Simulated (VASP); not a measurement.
# Si4F in VASP: single point with PBE+D3(BJ)

Aim: the single point of Si4F with PBE+D3(BJ).

Everything below comes from runs of VASP 6.6.1. Logs are shortened: lines on timing, memory, paths and dates and some standing lists are left out, and cuts for length are marked.

## 1. The cell of the first run

The cell holds a slab with vacuum, 5 atoms: a = 3.833 Å, b = 3.833 Å, c = 20.908 Å, α = 90.00°, β = 90.00°, γ = 120.00°.

## 2. Single point, PBE+D3(BJ), collinear spin

Input file INCAR:

```
ALGO     = Normal         # electronic algorithm
DIPOL    = 0.5 0.5 0.326
EDIFF    = 1E-6           # SCF threshold, eV
ENCUT    = 520            # plane-wave cutoff, eV
GGA      = PE             # functional
IDIPOL   = 3            
ISIF     = 2              # what is computed and relaxed
ISMEAR   = 0              # smearing method
ISPIN    = 2              # spin polarisation
IVDW     = 12             # dispersion correction
LASPH    = True           # aspherical terms in the spheres
LCHARG   = False          # write CHGCAR
LDIPOL   = True         
LORBIT   = 11             # projections on sites
LREAL    = False          # projectors in reciprocal space
LWAVE    = False          # write WAVECAR
MAGMOM   = 0 0 0 0 1      # initial moments
NBANDS   = 24             # bands
NELM     = 150            # most SCF steps
PREC     = Accurate       # precision mode
SIGMA    = 0.05           # smearing width, eV
```

Input file KPOINTS:

```
k-points
0
Gamma
  9 9 1
```

Input file POSCAR:

```
Si4F
1.0
    3.8333442603      0.0000000000      0.0000000000
   -1.9166721302      3.3197735109      0.0000000000
    0.0000000000      0.0000000000     20.9083834853
Si F
4 1
Direct
    0.3333333333      0.6666666667      0.1913108205
    0.0000000000      0.0000000000      0.2287349533
    0.0000000000      0.0000000000      0.3468742271
    0.6666666667      0.3333333333      0.3782398334
    1.1666666667      0.6666666667      0.4834607846
```

Potentials or basis: VASP PAW PBE potentials, release 64 (Si, F).

The run is started by

```console
cat potpaw_PBE.64/Si/POTCAR potpaw_PBE.64/F/POTCAR > POTCAR
mpirun -np 1 vasp_std > vasp.out
```

OUTCAR:

```text
EDIFF = 1E-6
   ENCUT = 520
   GGA = PE
   ISIF = 2
   ISMEAR = 0
   ISPIN = 2
   IVDW = 12
   LASPH = True
   LORBIT = 11
   LREAL = False
   NELM = 150
   PREC = Accurate
 IVDW          = 12

 ion  position               nearest neighbor table
   1  0.333  0.667  0.191-   2 2.35   2 2.35   2 2.35
   2  0.000  0.000  0.229-   1 2.35   1 2.35   1 2.35   3 2.47
   3  0.000  0.000  0.347-   4 2.31   4 2.31   4 2.31   2 2.47
   4  0.667  0.333  0.378-   3 2.31   3 2.31   3 2.31
   5  0.167  0.667  0.483-

  LATTYP: Found a hexagonal cell.
 ALAT       =     3.8333442603
 C/A-ratio  =     5.4543453615

  Lattice vectors:

 A1 = (   3.8333442603,   0.0000000000,   0.0000000000)
 A2 = (  -1.9166721302,   3.3197735109,   0.0000000000)
 A3 = (   0.0000000000,   0.0000000000,  20.9083834853)

Analysis of symmetry for initial positions (statically):
=====================================================================
 Subroutine PRICEL returns:
 Original cell was already a primitive cell.

 Routine SETGRP: Setting up the symmetry group for a
 hexagonal supercell.

 Subroutine GETGRP returns: Found  1 space group operations
 (whereof  1 operations were pure point group operations)
 out of a pool of 24 trial point group operations.

The static configuration has the point symmetry C_1 .

Analysis of symmetry for dynamics (positions and initial velocities):
=====================================================================
 Subroutine PRICEL returns:
 Original cell was already a primitive cell.

 Routine SETGRP: Setting up the symmetry group for a
 hexagonal supercell.

 Subroutine GETGRP returns: Found  1 space group operations
 (whereof  1 operations were pure point group operations)
 out of a pool of 24 trial point group operations.

The dynamic configuration has the point symmetry C_1 .

Analysis of structural, dynamic, and magnetic symmetry:
=====================================================================
 Subroutine PRICEL returns:
 Original cell was already a primitive cell.

 Routine SETGRP: Setting up the symmetry group for a
 hexagonal supercell.

 Subroutine GETGRP returns: Found  1 space group operations
 (whereof  1 operations were pure point group operations)
 out of a pool of 24 trial point group operations.

The overall configuration has the point symmetry C_1 .

 Subroutine INISYM returns: Found  1 space group operations
 (whereof  1 operations are pure point group operations),
 and found     1 'primitive' translations

----------------------------------------------------------------------------------------

                                     Primitive cell

  volume of cell :     266.0766

  direct lattice vectors                    reciprocal lattice vectors
     3.833344260  0.000000000  0.000000000     0.260868822  0.150612684  0.000000000
    -1.916672130  3.319773511  0.000000000     0.000000000  0.301225369  0.000000000
     0.000000000  0.000000000 20.908383485     0.000000000  0.000000000  0.047827705

  length of vectors
     3.833344260  3.833344260 20.908383485     0.301225369  0.301225369  0.047827705

  position of ions in fractional coordinates (direct lattice)
     0.333333333  0.666666667  0.191310821
     0.000000000  0.000000000  0.228734953
     0.000000000  0.000000000  0.346874227
     0.666666667  0.333333333  0.378239833
     0.166666667  0.666666667  0.483460785

  ion indices of the primitive-cell ions
   primitive index   ion index
                 1           1
                 2           2
                 3           3
                 4           4
                 5           5

----------------------------------------------------------------------------------------

 KPOINTS: k-points

Automatic generation of k-mesh.
 Grid dimensions read from file:
 generate k-points for:    9    9    1

 Generating k-lattice:

  Cartesian coordinates                     Fractional coordinates (reciprocal lattice)
[... 41 lines left out ...]
 [... further k-points ...]
   k-points           NKPTS =     41   k-points in BZ     NKDIM =     41   number of bands    NBANDS=     24
   number of dos      NEDOS =    301   number of ions     NIONS =      5
   total plane-waves  NPLWV = 144000
   dimension x,y,z NGX =    30 NGY =   30 NGZ =  160
   dimension x,y,z NGXF=    60 NGYF=   60 NGZF=  320
   ions per type =               4   1
   NGX,Y,Z   is equivalent  to a cutoff of  13.01, 13.01, 12.72 a.u.
   NGXF,Y,Z  is equivalent  to a cutoff of  26.02, 26.02, 25.44 a.u.
 SYSTEM =  unknown system
   PREC   = accura    normal or accurate (medium, high low for compatibility)
   ISTART =      0    job   : 0-new  1-cont  2-samecut
   ICHARG =      2    charge: 1-file 2-atom 10-const
   ISPIN  =      2    spin polarized calculation?
   LNONCOLLINEAR =      F non collinear calculations
   LSORBIT =      F    spin-orbit coupling
   LASPH  =      T    aspherical Exc in radial PAW
   ENCUT  =  520.0 eV  38.22 Ry    6.18 a.u.   7.13  7.13 38.88*2*pi/ulx,y,z
   NELM   =    150;   NELMIN=  2; NELMDL= -5     # of ELM steps
   EDIFF  = 0.1E-05   stopping-criterion for ELM
   LREAL  =      F    real-space projection
   EDIFFG = 0.1E-04   stopping-criterion for IOM
   NSW    =      0    number of steps for IOM
   IBRION =     -1    ionic relax: 0-MD 1-quasi-New 2-CG
   NFREE  =      0    steps in history (QN), initial steepest desc. (CG)
   ISIF   =      2    stress and relaxation
   ISYM   =      2    0-nonsym 1-usesym 2-fastsym
   POTIM  = 0.5000    time-step for ionic-motion
   TEBEG  =    0.0;   TEEND  =   0.0 temperature during run
   PSTRESS=    0.0 pullay stress
   NELECT =      23.0000    total number of electrons
   NUPDOWN=      -1.0000    fix difference up-down
   EMIN   =  10.00;   EMAX   =-10.00  energy-range for DOS
   EFERMI =   0.00;   METHOD = LEGACY
   ISMEAR =     0;   SIGMA  =   0.05  broadening in eV -4-tet -1-fermi 0-gaus
   EFERMI_NEDOS =   21; number of points for ismear=-14 and -15
   IALGO  =     38    algorithm
   IMIX   =      4    mixing-type and parameters
     AMIX     =   0.40;   BMIX     =  1.00
     AMIX_MAG =   1.60;   BMIX_MAG =  1.00
  volume/ion in A,a.u.               =      53.22       359.11
  Fermi-wavevector in a.u.,A,eV,Ry     =   0.723850  1.367878  7.128891  0.523959
  Thomas-Fermi vector in A             =   1.814171
   LORBIT       =     11    0 simple, 1 ext, 2 COOP (PROOUT), +10 PAW based schemes
   GGA     = PE    functional components
   LHFCALC =     F    Hartree Fock is set to
   AEXX    =    0.0000 exact exchange contribution
   IVDW    =    12    specifies the selected vdW correction
   LEPSILON=     F    determine dielectric tensor
   LRPA    =     F    only Hartree local field effects (RPA)
 spin polarized calculation
 Gauss-broadening in eV      SIGMA  =   0.05
  energy-cutoff  :      520.00
  volume of cell :      266.08
 maximum number of plane-waves:      7215
 NGX is ok and might be reduce to    30
   NGX = 15   NGY = 15   NGZ = 77

 dipolmoment           0.000000      0.000000     -0.009110 electrons x Angstroem

 number of electron      22.9999998 magnetization       0.9998367

 dipolmoment           0.000000      0.000000      0.371461 electrons x Angstroem

 Free energy of the ion-electron system (eV)
  ---------------------------------------------------
  ext. energy  EPLUGINS =         0.00000000
  ---------------------------------------------------
  free energy    TOTEN  =       -22.17297944 eV

  energy without entropy =      -22.17197882  energy(sigma->0) =      -22.17247913

 E-fermi :  -3.4424     XC(G=0):  -3.9606

 val. band max:       -3.4516824559   @ k =   0.0000   0.0000   0.0000
 cond. band min:      -3.4145453502   @ k =  -0.4444   0.4444   0.0000
 fundamental gap:      0.0371371057
 Fermi energy:        -3.4423886822

 spin component 1

 k-point     1 :       0.0000    0.0000    0.0000
  band No.  band energies     occupation
      1     -22.8970      1.00000
      2     -14.7031      1.00000
      3     -13.5611      1.00000
      4      -8.3896      1.00000
      5      -5.2216      1.00000
      6      -4.3616      1.00000
[... 613 lines left out ...]
     22       4.4404      0.00000
     23       4.9263      0.00000

 [... further k-points ...]

 spin component 2

 k-point     1 :       0.0000    0.0000    0.0000
  band No.  band energies     occupation
      1     -22.3803      1.00000
      2     -14.5883      1.00000
      3     -13.4304      1.00000
      4      -8.1104      1.00000
      5      -4.6938      1.00000
      6      -4.2161      1.00000
[... 613 lines left out ...]
     22       4.6209      0.00000
     23       5.1708      0.00000

 [... further k-points ...]

 [bands above 23 left out]

------------------------ aborting loop because EDIFF is reached ----------------------------------------

 vacuum level on the upper side and lower side of the slab       (xc-potential included)         2.576        -2.574

 Edisp (eV)   -1.08410

 E8    (eV) :    -0.4617

  FORCE on cell =-STRESS in cart. coord.  units (eV):
  Direction    XX          YY          ZZ          XY          YZ          ZX
  --------------------------------------------------------------------------------------
  -------------------------------------------------------------------------------------
  Total      -0.67061    -0.86698    -6.21064    -0.83341    -0.71627    -1.10900
  in kB      -4.03808    -5.22050   -37.39728    -5.01839    -4.31301    -6.67782
  external pressure =      -15.55 kB  Pullay stress =        0.00 kB

 VOLUME and BASIS-vectors are now :
 -----------------------------------------------------------------------------
  energy-cutoff  :      520.00
  volume of cell :      266.08
      direct lattice vectors                 reciprocal lattice vectors
     3.833344260  0.000000000  0.000000000     0.260868822  0.150612684  0.000000000
    -1.916672130  3.319773511  0.000000000     0.000000000  0.301225369  0.000000000
     0.000000000  0.000000000 20.908383485     0.000000000  0.000000000  0.047827705

 POSITION                                       TOTAL-FORCE (eV/Angst)
 -----------------------------------------------------------------------------------
     -0.00000      2.21318      4.00000         0.002795     -0.001543      0.461686
      0.00000      0.00000      4.78248         0.003661      0.028895     -0.119167
      0.00000      0.00000      7.25258        -0.025599     -0.049059      0.077082
      1.91667      1.10659      7.90838         0.521416      0.323828      1.727230
     -0.63889      2.21318     10.10838        -0.502274     -0.302122     -2.146831
 -----------------------------------------------------------------------------------
    total drift:                                0.000037     -0.000010     -0.000571

  FREE ENERGIE OF THE ION-ELECTRON SYSTEM (eV)
  ---------------------------------------------------
  free  energy   TOTEN  =       -23.2570772260 eV

  energy  without entropy=      -23.2560766103  energy(sigma->0) =      -23.25657692

 vacuum level on the upper side and lower side of the slab         6.719         1.437

 total charge

# of ion       s       p       d       tot
------------------------------------------
    1        0.795   0.854   0.000   1.649
    2        0.764   0.898   0.000   1.662
    3        0.767   0.920   0.000   1.687
    4        0.787   0.798   0.000   1.585
    5        1.750   4.133   0.000   5.883
--------------------------------------------------
tot          4.862   7.603   0.000  12.465

 magnetization (x)

# of ion       s       p       d       tot
------------------------------------------
    1        0.032   0.160   0.000   0.191
    2        0.001   0.007   0.000   0.008
    3        0.005   0.038   0.000   0.043
    4        0.007  -0.001   0.000   0.006
    5        0.001   0.262   0.000   0.263
--------------------------------------------------
tot          0.046   0.466   0.000   0.511
```

Run time: 41 min. Hardware: 1 thread of Intel Xeon 8259CL, shared host; peak memory 0.72 GiB.

Results:

- Free energy: -23.2571 eV
- Largest force: 2.225 eV/Å
- Band gap on the k mesh: 0.04 eV (least direct gap 0.13 eV)
- Net moment: 1.00 μB per cell
- Site moments: Si +0.19, +0.01, +0.04 (each value once); F +0.26 μB
- Valence electrons inside the program's atomic spheres: Si 1.65, 1.66, 1.69, 1.58; F 5.88
- Dispersion energy per atom: -0.217 eV

Forces on the atoms (eV/Å):
```
Si   0.003 -0.002  0.462
Si   0.004  0.029 -0.119
Si  -0.026 -0.049  0.077
Si   0.521  0.324  1.727
F   -0.502 -0.302 -2.147
```
